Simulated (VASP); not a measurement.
Runs of VASP 6.6.1 on CaI. The structure is that of space group P-6m2 (No. 187), or close to it. The cells are those of the table. 

```csv
cell,gap on the mesh (eV),pressure (GPa)
"a = 4.174, b = 4.174, c = 4.607 Å, angles 90.0, 90.0, 120.0°, 2 atoms",none,-0.5
"a = 4.228, b = 4.228, c = 4.666 Å, angles 90.0, 90.0, 120.0°, 2 atoms",none,(b)
"a = 4.201, b = 4.201, c = 4.636 Å, angles 90.0, 90.0, 120.0°, 2 atoms",none,-0.9
"a = 4.062, b = 4.062, c = 4.483 Å, angles 90.0, 90.0, 120.0°, 2 atoms",none,(a)
"a = 4.119, b = 4.119, c = 4.546 Å, angles 90.0, 90.0, 120.0°, 2 atoms",none,0.4
"a = 4.091, b = 4.091, c = 4.514 Å, angles 90.0, 90.0, 120.0°, 2 atoms",none,0.9
"a = 4.147, b = 4.147, c = 4.576 Å, angles 90.0, 90.0, 120.0°, 2 atoms",none,-0.1
```

Alike in all rows: task single point; level PBE; potentials or basis VASP PAW PBE potentials, release 64 (Ca_sv, I); no spin polarisation; k mesh 8 × 8 × 6; cutoff (eV) 520; smearing methfessel-paxton 0.1 eV.

Fill in the values left out.

(a) 1.5; (b) -1.2.

Caveats: spin-orbit coupling is left out, which moves the levels of the heavy elements; an odd number of electrons without spin polarisation forces a metal; a magnetic or distorted state may lie lower.

A k mesh can miss the band edges, and the runs leave out spin-orbit coupling on I.

A gap of «none» marks levels without a gap at the run's occupations.
